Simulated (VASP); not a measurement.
Crystal: Te2Mo.

```
Mo Te
1.0
     1.77341    1.02388    7.10414
    -1.77341    1.02388    7.10414
     0.00000   -2.04776    7.10414
Mo Te
1 2
Direct
  0.99996 0.99996 0.99996
  0.41742 0.41742 0.41742
  0.24928 0.24928 0.24928
```

Base run:

| Item | Value |
| --- | --- |
| Program | VASP 6.6.1 |
| Functional | PBE |
| Potentials or basis | VASP PAW PBE potentials, release 64 (Mo_sv, Te) |
| Cutoff | 520 eV |
| k mesh | 6 × 6 × 6 |
| Occupations | gaussian, width 0.01 eV |
| Spin | no spin polarisation |

Its results: band gap on the k mesh 0.89 eV (least direct gap 1.07 eV); pressure 1.9 GPa.

Question: The run is repeated on the same cell with these changes: functional from PBE to r2SCAN. What comes out?

Answer: Band gap on the k mesh 0.97 eV (least direct gap 1.15 eV); pressure 1.3 GPa.

Caveats: spin-orbit coupling is left out, which moves the levels of the heavy elements; the PAW data sets were made with another functional, which shifts forces and pressure a little (at least some runs).

A k mesh can miss the band edges.
